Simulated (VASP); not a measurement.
A run of VASP 6.6.1 is set up as follows.

File INCAR:

```
SYSTEM = V
  PREC = Accurate
  ENCUT = 520
  EDIFF = 1E-6
  ISMEAR = 0
  SIGMA = 0.1
  LREAL = .False.
  LASPH = .True.
  NELM = 60
  ALGO = Fast
  ISIF = 2
  LWAVE = .False.
  LCHARG = .True.
  GGA = PE
  LELF = .True.
  LVHAR = .True.
  NBANDS = 40
```

Contents of KPOINTS:

```
Automatic mesh
0
Gamma
  6 6 4
  0 0 0
```

File POSCAR:

```
V
1.0
    3.4677044522      0.0000000000      0.0000000000
    0.0000000000      3.4677044522      0.0000000000
    0.0000000000      0.0000000000      6.3414750369
V
5
Direct
    0.5000000000      0.0000000000      0.3019384233
    0.0000000000      0.5000000000      0.6980615767
    0.0000000000      0.5000000000      0.3019384233
    0.5000000000      0.0000000000      0.6980615767
    0.0000000000      0.0000000000      0.0000000000
```

Potentials or basis: VASP PAW PBE potentials, release 64 (V_sv).

Launch:

```console
$ cat potpaw_PBE.64/V_sv/POTCAR > POTCAR
$ mpirun -np 1 vasp_std > vasp.out
```

Question: Estimate the pressure.

Answer: 0.3 GPa.

Question: What does it give for the band gap on the k mesh?

Answer: Zero (an odd number of electrons rules out a gap without spin polarisation).

Question: Estimate the largest force.

Answer: 0.005 eV/Å.

Stress tensor (GPa, compression positive):
```
0.26 0.00 0.00
0.00 0.26 0.00
0.00 0.00 0.43
```
